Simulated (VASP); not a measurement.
## SrAlH3: single point with PBE

SrAlH3:

```
Sr Al H
1.0
     4.58546    0.00000    0.00000
     0.00000    4.58546    0.00000
     0.00000    0.00000    4.58546
Sr Al H
1 1 3
Cartesian
  2.2927 2.2927 2.2927
  0.0000 0.0000 0.0000
  0.0000 2.2927 2.2927
  2.2927 2.2927 0.1000
  2.2927 0.0000 2.2927
```

```yaml
Program: VASP 6.6.1
Task: single point
Functional: PBE
Potentials_or_basis: VASP PAW PBE potentials, release 64 (Sr_sv, Al, H)
Cutoff: 500 eV
k_mesh: 5 × 5 × 5
Occupations: fermi-dirac, width 0.1 eV
Spin: no spin polarisation
```

| Property | Result |
| --- | --- |
| Pressure | 0.2 GPa |
| Largest force | 0.631 eV/Å |
| Band gap on the k mesh | 0.56 eV, indirect (least direct gap 1.61 eV) |

Forces in eV/Å, atoms in the order of the input:
```
Sr   0.000  0.000  0.581
Al   0.000  0.000  0.024
H    0.000  0.000  0.013
H    0.000  0.000 -0.631
H    0.000  0.000  0.013
```

Stress tensor (GPa, compression positive):
```
0.09 0.00 0.00
0.00 0.09 0.00
0.00 0.00 0.36
```

Levels at points of the mesh, in eV from the valence-band top:
| k point | band 5 | band 6 | band 7 | band 8 | band 9 | band 10 | band 11 | band 12 |
| --- | --- | --- | --- | --- | --- | --- | --- | --- |
| (0.00, 0.00, 0.00) | -5.44 | -1.79 | -1.79 | -0.19 | 2.35 | 2.35 | 2.35 | 6.08 |

Wall time 50 s on 1 thread of Intel Xeon 8259CL, with other jobs on the host, peak memory 0.22 GiB.

A k mesh can miss the band edges. A hybrid or GW would open this gap; PBE tends to underestimate it.
